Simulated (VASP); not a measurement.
Input of a VASP 6.6.1 run:

INCAR

```
SYSTEM = GaN
PREC = Accurate
ENCUT = 600
EDIFF = 1E-6
ISMEAR = 0
SIGMA = 0.01
LREAL = .False.
LASPH = .True.
NELM = 120
ALGO = Normal
ISIF = 2
LWAVE = .False.
LCHARG = .False.
GGA = PE
IVDW = 13
NBANDS = 16
GGA_COMPAT = .False.
```

File KPOINTS:

```
Automatic mesh
0
Gamma
  8 8 8
  0 0 0
```

The input POSCAR:

```
GaN
1.0
    0.0000000000      2.1085152350      2.1085152350
    2.1085152350      0.0000000000      2.1085152350
    2.1085152350      2.1085152350      0.0000000000
Ga N
1 1
Direct
    0.0000000000      0.0000000000      0.0000000000
    0.5000000000      0.5000000000      0.5000000000
```

Potentials or basis: VASP PAW PBE potentials, release 64 (Ga_d, N).

Command:

```console
$ cat potpaw_PBE.64/Ga_d/POTCAR potpaw_PBE.64/N/POTCAR > POTCAR
$ mpirun -np 1 vasp_std > vasp.out
```

Predict the band gap on the k mesh.

0.65 eV, indirect (least direct gap 2.83 eV).

Predict the dispersion energy per atom.

-0.466 eV.

Estimate the pressure.

1.2 GPa.

A k mesh can miss the band edges.
